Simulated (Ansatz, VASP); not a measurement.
## BaTe in VASP and in Ansatz

```
CELL_PARAMETERS angstrom
0.00000 3.53239 3.53239
3.53239 0.00000 3.53239
3.53239 3.53239 0.00000
ATOMIC_POSITIONS crystal
Ba 0.00000 0.00000 0.00000
Te 0.50000 0.50000 0.50000
```

Alike in both runs: task single point; functional r2SCAN; k mesh 6 × 6 × 6; no spin polarisation.

|  | VASP | Ansatz |
| --- | --- | --- |
| version | VASP 6.6.1 | Ansatz 0.2.0 |
| potentials or method | VASP PAW PBE potentials, release 64 (Ba_sv, Te) | plane waves, PAW |
| plane-wave cutoff (eV) | 520 | 500 |
| occupations | gaussian, width 0.01 eV | fixed |
| valence electrons in the cell | 16 | 26 |

VASP gave:

| Quantity | Value |
| --- | --- |
| gap on the k mesh at the Fermi level (eV) | 1.93 |
| pressure (GPa) | 0.3 |

Question: Estimate Ansatz's values.

Answer: gap on the k mesh at the Fermi level (eV): 2.00; pressure (GPa): 0.0.

VASP's potentials were made for PBE, not for r2SCAN. VASP's potentials hold 16 valence electrons a cell and Ansatz's 26, so a difference there can come from the potentials and not from the codes.

Neither program's run includes spin-orbit coupling.
